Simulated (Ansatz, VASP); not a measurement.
# CdTe: VASP beside Ansatz

```xyz
2
Lattice="0.0000 3.2799 3.2799 3.2799 0.0000 3.2799 3.2799 3.2799 0.0000" Properties=species:S:1:pos:R:3 pbc="T T T"
Cd    0.0000    0.0000    0.0000
Te    1.6400    1.6400    1.6400
```

Alike in both runs: task single point; functional PBE0; k mesh 4 × 4 × 4; no spin polarisation.

```csv
,VASP,Ansatz
version,VASP 6.6.1,Ansatz 0.2.0
potentials or method,"VASP PAW PBE potentials, release 64 (Cd, Te)","plane waves, PAW"
plane-wave cutoff (eV),520,420
occupations,"gaussian, width 0.01 eV",fixed
valence electrons in the cell,18,36
```

```csv
,VASP,Ansatz,Ansatz less VASP
gap on the k mesh at the Fermi level (eV),2.12,2.16,+0.041
pressure (GPa),0.0,0.1,+0.11
```

VASP's potentials hold 18 valence electrons a cell and Ansatz's 36, so a difference there can come from the potentials and not from the codes. Ansatz's warnings: stress exchange threshold loose, stress scf threshold loose.

Neither program's run includes spin-orbit coupling.
